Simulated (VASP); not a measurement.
Input of a VASP 6.6.1 run:

INCAR

```
PREC = Accurate ; ENCUT = 750
EDIFF = 1E-6 ; ISMEAR = 0
SIGMA = 0.02 ; LREAL = F
LASPH = T ; NELM = 120
ALGO = Normal ; ISIF = 2
LWAVE = F ; LCHARG = F
GGA = PE ; NBANDS = 12
GGA_COMPAT = F
```

Contents of KPOINTS:

```
regular mesh
0
Gamma
  8 8 8
```

POSCAR

```
LiBr
1.0
    0.0000000000      2.7826869806      2.7826869806
    2.7826869806      0.0000000000      2.7826869806
    2.7826869806      2.7826869806      0.0000000000
Li Br
1 1
Direct
    0.0000000000      0.0000000000      0.0000000000
    0.5000000000      0.5000000000      0.5000000000
```

Potentials or basis: VASP PAW PBE potentials, release 64 (Li_sv, Br).

Run with:

```console
$ cat potpaw_PBE.64/Li_sv/POTCAR potpaw_PBE.64/Br/POTCAR > POTCAR
$ mpirun -np 1 vasp_std > vasp.out
```

**Question.** What does it give for the pressure?

**Answer.** -0.8 GPa.

**Question.** Estimate the band gap on the k mesh.

**Answer.** 4.80 eV, direct.
